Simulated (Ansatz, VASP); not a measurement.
## One calculation of PtSe, two programs

File POSCAR:

```
PtSe
1.0
    0.0000000000      3.0374472300      3.0374472300
    3.0374472300      0.0000000000      3.0374472300
    3.0374472300      3.0374472300      0.0000000000
Pt Se
1 1
Direct
    0.0000000000      0.0000000000      0.0000000000
    0.2500000000      0.2500000000      0.2500000000
```

File INCAR.step1:

```
SYSTEM = PtSe
PREC = Accurate ; ENCUT = 520
ISMEAR = -1 ; SIGMA = 0.05
LREAL = .False. ; LASPH = .True.
NELM = 150 ; LMAXMIX = 4
LDAU = .True. ; LDAUTYPE = 2
LDAUL = 2 -1 ; LDAUU = 2 0
LDAUJ = 0 0 ; NBANDS = 15
GGA = PE ; ALGO = Normal
EDIFF = 1E-4 ; LWAVE = .True.
LCHARG = .False.
```

Contents of INCAR.step2:

```
SYSTEM = PtSe
PREC = Accurate ; ENCUT = 520
EDIFF = 1E-7 ; ISMEAR = -1
SIGMA = 0.05 ; LREAL = .False.
LASPH = .True. ; NELM = 150
ALGO = Normal ; ISIF = 2
LWAVE = .False. ; LCHARG = .False.
LMAXMIX = 4 ; LDAU = .True.
LDAUTYPE = 2 ; LDAUL = 2 -1
LDAUU = 2 0 ; LDAUJ = 0 0
LDAUPRINT = 1 ; METAGGA = R2SCAN
LMIXTAU = .True. ; NBANDS = 15
ISTART = 1
```

KPOINTS

```
regular mesh
0
Gamma
  8 8 8
  0 0 0
```

Contents of input.yaml:

```yaml
crystal:
  lattice:
    - [0.0, 3.03744723, 3.03744723]
    - [3.03744723, 0.0, 3.03744723]
    - [3.03744723, 3.03744723, 0.0]
  atoms:
    - { symbol: Pt, position: [0.0, 0.0, 0.0] }
    - { symbol: Se, position: [0.25, 0.25, 0.25] }
hamiltonian:
  xc: r2scan
  pseudopotentials: { kind: paw }
  hubbard: { sites: [{ species: Pt, l: d, u_eff: 2.0 }] }
kpoints:
  mp_grid: { grid: [8, 8, 8] }
scf:
  occupations: { method: fermi_dirac, width: 0.05 }
  n_extra_bands: 6
output:
  forces: true
  stress: true
  eigenvalues: true
  dos: { projected: true, de: 0.05, nscf_kmesh: { grid: [12, 12, 12] } }
```

Alike in both runs: functional r2SCAN; k mesh 8 × 8 × 8; occupations fermi-dirac, width 0.05 eV; no spin polarisation; Hubbard terms Pt d U = 2.0 eV.

|  | VASP | Ansatz |
| --- | --- | --- |
| version | VASP 6.6.1 | Ansatz 0.2.0 |
| potentials or method | VASP PAW PBE potentials, release 64 (Pt, Se) | Ansatz PAW |
| plane-wave cutoff (eV) | 520 | 500 |
| valence electrons in the cell | 16 | 34 |
| task | single point | projected density of states |

Ansatz gave:

- gap on the k mesh at the Fermi level (eV): none
- pressure (GPa): -13.4

Q: What did VASP give for the same quantities?

A: gap on the k mesh at the Fermi level (eV): none; pressure (GPa): -13.9.

VASP's potentials were made for PBE, not for r2SCAN. The programs project onto different local orbitals, so the same U acts differently, and such runs can settle in different states. A gap of «none» marks a metal or a gap that the smearing closes. VASP's potentials hold 16 valence electrons a cell and Ansatz's 34, so a difference there can come from the potentials and not from the codes.

Spin-orbit coupling is off throughout.
